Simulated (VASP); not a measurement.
**Si8O17 (a cell with a defect): single point with LDA**

The system is Si8O17 (a cell with a defect).

```
Si O
1.0
    -4.95010   -4.95010    0.00000
     4.95010   -4.95010    0.00000
     0.00000    0.00000    6.87600
Si O
8 17
Direct
  0.20295 0.50454 0.00216
  0.99554 0.19663 0.23419
  0.80917 0.49441 0.50400
  0.00096 0.80042 0.74789
  0.69568 0.98428 0.99721
  0.49048 0.69870 0.25885
  0.29686 0.01103 0.50011
  0.50667 0.30426 0.75731
  0.31765 0.55997 0.19719
  0.93060 0.32033 0.41982
  0.68846 0.42692 0.68907
  0.07285 0.68204 0.93521
  0.95289 0.66148 0.56800
  0.66674 0.57109 0.33656
  0.07244 0.32091 0.05146
  0.34317 0.44985 0.82614
  0.84150 0.03754 0.16920
  0.42867 0.83256 0.43696
  0.16301 0.94847 0.67997
  0.56133 0.16314 0.93567
  0.43377 0.18080 0.57464
  0.17807 0.07673 0.31282
  0.55483 0.81875 0.07113
  0.81069 0.91668 0.80678
  0.73617 0.40273 0.07881
```

```yaml
Program: VASP 6.6.1
Task: single point
Functional: LDA
Potentials_or_basis: VASP PAW LDA potentials, release 64 (Si, O)
Cutoff: 520 eV
k_mesh: 1 × 1 × 1
Occupations: fermi-dirac, width 0.02 eV
Spin: collinear spin
Starting_moments: "[0.0, 0.0, 0.0, 0.0, 0.0, 0.0, 0.0, 0.0, 0.0, 0.0, 0.0, 0.0, 0.0, 0.0, 0.0, 0.0, 0.0, 0.0, 0.0, 0.0, 0.0, 0.0, 0.0, 0.0, 1.0] μB"
Dipole_correction: no
Further_INCAR_settings: LREAL = Auto; ALGO = Normal; EDIFF = 1e-07; NBANDS = 89
```

```json
{"Pressure": "1.0 GPa", "Largest force": "0.097 eV/Å", "Band gap on the k mesh": "0.70 eV", "Net moment": "2.00 μB per cell", "Site moments": "Si +0.00, -0.00; O -0.00, +0.01, +0.00, +0.12, +0.06, +0.10, +1.35 μB", "Valence electrons inside the program's atomic spheres": "Si 1.69, 1.66, 1.70, 1.68; O 5.23, 5.24, 5.21, 5.20, 4.62"}
```

Forces in eV/Å, atoms in the order of the input:
```
Si   0.001  0.077  0.021
Si   0.004  0.016  0.008
Si   0.010  0.003 -0.030
Si   0.063  0.010  0.060
Si   0.055  0.009 -0.056
Si  -0.076  0.034 -0.007
Si  -0.050 -0.038  0.016
Si  -0.012 -0.090  0.035
O    0.021 -0.036 -0.021
O   -0.074  0.034 -0.040
O   -0.024  0.011  0.041
O    0.020  0.003 -0.069
O   -0.010 -0.039 -0.004
O   -0.006  0.011  0.049
O    0.025  0.044  0.024
O   -0.009  0.018 -0.012
O    0.024 -0.032 -0.003
O    0.063 -0.029  0.061
O    0.023 -0.013 -0.037
O    0.013 -0.029  0.016
O    0.020  0.030 -0.015
O   -0.019  0.007 -0.043
O   -0.005 -0.012  0.009
O   -0.039  0.003  0.017
O   -0.018  0.009 -0.020
```

Stress tensor (GPa, compression positive):
```
 0.88 -0.03  0.57
-0.03  0.71  0.10
 0.57  0.10  1.47
```

Levels at points of the mesh, in eV from the valence-band top:
Spin up:
```
           k point  band 66  band 67  band 68  band 69  band 70  band 71
(0.00, 0.00, 0.00)    -1.28    -1.09    -0.93     4.56     7.37     7.43
```
Spin down:
| k point | band 62 | band 63 | band 64 | band 65 | band 66 | band 67 | band 68 | band 69 | band 70 | band 71 |
| --- | --- | --- | --- | --- | --- | --- | --- | --- | --- | --- |
| (0.00, 0.00, 0.00) | -1.68 | -1.49 | -1.43 | -1.16 | 0.00 | 0.70 | 1.21 | 4.58 | 7.40 | 7.46 |

It took 2.6 min on 1 thread of AMD EPYC 7R13, with other jobs on the host, peak memory 0.28 GiB.

Caveat: the k points lie up to 0.91 Å⁻¹ apart.
